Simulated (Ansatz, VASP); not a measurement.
Cu in VASP and in Ansatz

INCAR

```
ALGO = Normal
EDIFF = 1E-6
ENCUT = 520
GGA = CA
ISIF = 2
ISMEAR = -1
LASPH = True
LCHARG = True
LELF = True
LREAL = False
LVHAR = True
LWAVE = False
NBANDS = 30
NELM = 100
PREC = Accurate
SIGMA = 0.1
```

KPOINTS

```
k-points
0
Gamma
  19 19 5
```

Contents of POSCAR:

```
Cu
1.0
    2.4544906749      0.0000000000      0.0000000000
   -1.2272453375      2.1256512778      0.0000000000
    0.0000000000      0.0000000000      8.0194406419
Cu
4
Direct
    0.0000000000      1.0000000000      1.0000000000
    1.0000000000      1.0000000000      0.5000000000
    0.3333333333      0.6666666667      0.2500000000
    0.6666666667      0.3333333333      0.7500000000
```

Input for Ansatz:

```yaml
crystal:
  lattice:
    - [2.4544906749, 0.0, 0.0]
    - [-1.2272453375, 2.1256512778, 0.0]
    - [0.0, 0.0, 8.0194406419]
  atoms:
    - { symbol: Cu, position: [0.0, 1.0, 1.0] }
    - { symbol: Cu, position: [1.0, 1.0, 0.5] }
    - { symbol: Cu, position: [0.3333333333, 0.6666666667, 0.25] }
    - { symbol: Cu, position: [0.6666666667, 0.3333333333, 0.75] }
hamiltonian:
  xc: lda
  pseudopotentials:
    kind: paw
    azcp:
      Cu: "pseudopotentials/Cu.paw.azcp"
basis:
  ecutwfc: 420
  fft_grid_basis: typed
kpoints:
  mp_grid: { grid: [19, 19, 5], shift: [0, 0, 0] }
magnetization:
  spin_polarized: false
scf:
  occupations: { method: fermi_dirac, width: 0.1 }
output:
  stress: true
```

Alike in both runs: task single point; functional LDA; k mesh 19 × 19 × 5; occupations fermi-dirac, width 0.1 eV; no spin polarisation.

```csv
,VASP,Ansatz
version,VASP 6.6.1,Ansatz 0.2.0
potentials or method,"VASP PAW LDA potentials, release 64 (Cu), cutoff 520 eV","plane waves (420 eV) with PAW, scalar-relativistic"
valence electrons in the cell,44,76
```

|  | VASP | Ansatz | Ansatz less VASP |
| --- | --- | --- | --- |
| pressure (GPa) | 9.7 | 8.4 | -1.27 |
| traceless stress, the component that is largest in VASP (GPa) | 0.70 | 0.71 | +0.009 |

Ansatz warns that its potentials were made for another functional, while VASP's fit it. LDA's correlation is that of Perdew and Zunger in VASP and of Perdew and Wang (1992) in Ansatz. VASP's potentials hold 44 valence electrons a cell and Ansatz's 76, so a difference there can come from the potentials and not from the codes.
